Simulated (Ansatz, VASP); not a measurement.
## ScGaN: VASP beside Ansatz

```
Sc Ga N
1.0
     3.85213    0.00000    0.00000
    -1.92606    3.33604    0.00000
     0.00000    0.00000    3.85603
Sc Ga N
1 1 1
Direct
  0.33333 0.66667 0.50000
  0.66667 0.33333 0.00000
  0.00000 0.00000 0.50000
```

Change from the starting cell: species swapped into the GdZnSi type (P-6m2, No. 187).

Alike in both runs: task relaxation of cell and atoms; functional PBE; k mesh 6 × 6 × 4; occupations gaussian, width 0.1 eV; no spin polarisation.

|  | VASP | Ansatz |
| --- | --- | --- |
| version | VASP 6.6.1 | Ansatz 0.2.0 |
| potentials or method | VASP PAW PBE potentials, release 64 (Sc_sv, Ga_d, N_h), cutoff 910 eV | scalar-relativistic, plane waves, PAW |
| valence electrons in the cell | 29 | 29 |

```csv
,VASP,Ansatz,Ansatz less VASP
"gap on the k mesh at the Fermi level, each at its own relaxed structure (eV)",none,none,-
relaxed volume (Å³/atom),17.41,18.05,+0.639
relaxed cell length with the largest relative difference (Å),4.817,5.043,+0.2256
```

A gap of «none» marks a metal or a gap that the smearing closes.

The k mesh is coarse, so the values compare programs but aren't converged. Noted on VASP's run: the cutoff is short for stress, so the pressure is rough.
